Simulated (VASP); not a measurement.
Set up this calculation in VASP 6.6.1, as the native input.

- Task: single point
- Functional: PBEsol
- Potentials or basis: VASP PAW PBE potentials, release 64 (Hf_pv, Si)
- Cutoff: 520 eV
- k mesh: 2 × 2 × 2, shifted
- Occupations: gaussian, width 0.02 eV
- Spin: no spin polarisation
- Dipole correction: no
- Further INCAR settings: LREAL = Auto; ALGO = Normal; EDIFF = 1e-06; NBANDS = 89

The structure of HfSi31 (a cell with a defect) lies in POSCAR:

```
HfSi31
1.0
   -5.4338340904     -5.4338340904     -5.4338340904
    5.4338340904      5.4338340904     -5.4338340904
    5.4338340904     -5.4338340904      5.4338340904
Hf Si
1 31
Direct
    0.5000000000      0.7500000000      0.5000000000
    0.5000000000      0.4958191659      0.7522582562
    0.2458191659      0.7500000000      0.7522582562
    0.5000000000      0.2500000000      0.0000000000
    0.2477417438      0.4977417438     -0.0064390903
    0.0000000000      0.7500000000      0.0000000000
    0.5000000000      0.0022582562      0.2458191659
    0.2477417438      0.2435609097      0.2477417438
   -0.0064390903      0.4977417438      0.2477417438
    0.7522582562      0.7500000000      0.2458191659
    0.2458191659      0.0022582562      0.5000000000
    0.0000000000      0.2500000000      0.5000000000
    0.7522582562      0.4958191659      0.5000000000
    0.0064390903      0.0041808341      0.7541808341
    0.7541808341      0.2564390903      0.7541808341
    0.7541808341      0.0041808341      0.0064390903
    0.7735629130      0.7500000000      0.5000000000
    0.7519018281      0.5029320350      0.7519018281
    0.5000000000      0.7500000000      0.7735629130
    0.7470679650      0.2489697931     -0.0010302069
    0.5000000000      0.4980981719      0.0010302069
    0.2480981719      0.7500000000      0.0010302069
    0.7519018281      0.0019018281      0.2529320350
    0.5000000000      0.2510302069      0.2480981719
    0.2264370870      0.4764370870      0.2264370870
    0.0010302069      0.7500000000      0.2480981719
    0.5000000000      0.0235629130      0.5000000000
    0.2480981719      0.2510302069      0.5000000000
    0.0010302069      0.4980981719      0.5000000000
    0.2529320350      0.0019018281      0.7519018281
   -0.0010302069      0.2489697931      0.7470679650
   -0.0010302069     -0.0029320350     -0.0010302069
```

One way to write it, as run:

INCAR

```
SYSTEM = HfSi31
ALGO = Normal ; EDIFF = 1E-6
ENCUT = 520 ; GGA = PS
ISIF = 2 ; ISMEAR = 0
LASPH = .TRUE. ; LCHARG = .FALSE.
LREAL = Auto ; LWAVE = .FALSE.
NBANDS = 89 ; NELM = 60
PREC = Accurate ; SIGMA = 0.02
```

KPOINTS

```
Automatic mesh
0
Gamma
  2 2 2
  0.5 0.5 0.5
```

Potentials or basis: VASP PAW PBE potentials, release 64 (Hf_pv, Si).

Command:

```sh
$ cat potpaw_PBE.64/Hf_pv/POTCAR potpaw_PBE.64/Si/POTCAR > POTCAR
$ mpirun -np 1 vasp_std > vasp.out
```

It gave:

```json
{"Pressure": "2.2 GPa", "Largest force": "0.029 eV/Å", "Band gap on the k mesh": "0.83 eV"}
```

Caveat: the PAW data sets were made with another functional, which shifts forces and pressure a little; spin-orbit coupling is left out, which moves the levels of the heavy elements.

Wall time 3.3 min on 1 thread of Intel(R) Xeon(R) Platinum 8259CL CPU @ 2.50GHz (Skylake/Cascade Lake), with other jobs on the host, peak memory 0.67 GiB.
